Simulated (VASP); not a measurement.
Set up this calculation in VASP 6.6.1, as the native input.

| Item | Value |
| --- | --- |
| Task | single point |
| Functional | LDA |
| Potentials or basis | VASP PAW LDA potentials, release 64 (Hf_pv, N) |
| Cutoff | 520 eV |
| k mesh | 10 × 10 × 10 |
| Occupations | fermi-dirac, width 0.05 eV |
| Spin | no spin polarisation |
| Dipole correction | no |
| Further INCAR settings | ALGO = Normal; EDIFF = 1e-07; NBANDS = 14 |

The structure of HfN lies in POSCAR:

```
HfN
1.0
    0.0000000000      2.4871259940      2.4871259940
    2.4871259940      0.0000000000      2.4871259940
    2.4871259940      2.4871259940      0.0000000000
Hf N
1 1
Direct
    0.0000000000      0.0000000000      0.0000000000
    0.7500000000      0.7500000000      0.7500000000
```

These files were run (other wordings do the same):

INCAR

```
PREC     = Accurate       # precision mode
ENCUT    = 520            # plane-wave cutoff, eV
EDIFF    = 1E-7           # SCF threshold, eV
ISMEAR   = -1             # smearing method
SIGMA    = 0.05           # smearing width, eV
LREAL    = False          # projectors in reciprocal space
LASPH    = True           # aspherical terms in the spheres
NELM     = 100            # most SCF steps
ALGO     = Normal         # electronic algorithm
ISIF     = 2              # what is computed and relaxed
LWAVE    = False          # write WAVECAR
LCHARG   = False          # write CHGCAR
GGA      = CA             # functional
NBANDS   = 14             # bands
```

KPOINTS

```
regular mesh
0
Gamma
  10 10 10
```

Potentials or basis: VASP PAW LDA potentials, release 64 (Hf_pv, N).

The run is started by

```bash
$ cat potpaw_LDA.64/Hf_pv/POTCAR potpaw_LDA.64/N/POTCAR > POTCAR
$ mpirun -np 1 vasp_std > vasp.out
```

Results of the run:

The pressure is -16.3 GPa.

Run time: 27 s on 1 thread of AMD EPYC 7R43 64-Core Processor (Zen 3) (shared host), peak memory 0.12 GiB.
